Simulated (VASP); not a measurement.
Wanted: the native input for a VASP 6.6.1 run.

* Task: single point
* Functional: r2SCAN
* Potentials or basis: VASP PAW PBE potentials, release 64 (Cd, Te)
* Cutoff: 520 eV
* k mesh: 8 × 8 × 8
* Occupations: gaussian, width 0.05 eV
* Spin: no spin polarisation
* Dipole correction: no
* Further INCAR settings: ALGO = Normal; EDIFF = 1e-06; NBANDS = 16

CdTe:

```
CELL_PARAMETERS angstrom
0.00000 3.60569 3.27790
3.27790 0.00000 3.27790
3.27790 3.60569 0.00000
ATOMIC_POSITIONS crystal
Cd 0.00000 0.00000 0.00000
Te 0.75000 0.75000 0.75000
```

This cell differs from its parent crystal: strain +0.1000 x Voigt [0, 1, 0, 0, 0, 0].

The input as run:

POSCAR

```
CdTe
1.0
    0.0000000000      3.6056862863      3.2778966239
    3.2778966239      0.0000000000      3.2778966239
    3.2778966239      3.6056862863      0.0000000000
Cd Te
1 1
Direct
    0.0000000000      0.0000000000      0.0000000000
    0.7500000000      0.7500000000      0.7500000000
```

INCAR.step1

```
PREC = Accurate
ENCUT = 520
ISMEAR = 0
SIGMA = 0.05
LREAL = F
LASPH = T
NELM = 100
NBANDS = 16
GGA = PE
ALGO = Normal
EDIFF = 1E-4
LWAVE = T
LCHARG = F
```

INCAR.step2

```
PREC = Accurate
ENCUT = 520
EDIFF = 1E-6
ISMEAR = 0
SIGMA = 0.05
LREAL = F
LASPH = T
NELM = 100
ALGO = Normal
ISIF = 2
LWAVE = F
LCHARG = F
METAGGA = R2SCAN
LMIXTAU = T
NBANDS = 16
ISTART = 1
```

KPOINTS

```
Automatic mesh
0
Gamma
  8 8 8
```

Potentials or basis: VASP PAW PBE potentials, release 64 (Cd, Te).

Run with:

```sh
$ cat potpaw_PBE.64/Cd/POTCAR potpaw_PBE.64/Te/POTCAR > POTCAR
$ cp INCAR.step1 INCAR
$ mpirun -np 1 vasp_std > vasp.out
$ cp INCAR.step2 INCAR
$ mpirun -np 1 vasp_std > vasp.out
```

It gave:

| Item | Value |
| --- | --- |
| Pressure | -3.1 GPa |
| Band gap on the k mesh | 0.71 eV |

Caveat: the cell differs from its parent crystal (strain +0.1000 x Voigt [0, 1, 0, 0, 0, 0]); the cell stands under tension; the PAW data sets were made with another functional, which shifts forces and pressure a little; spin-orbit coupling is left out, which moves the levels of the heavy elements.

It took 4.1 min on 1 thread of Intel Xeon 8259CL (shared host), peak memory 0.26 GiB.
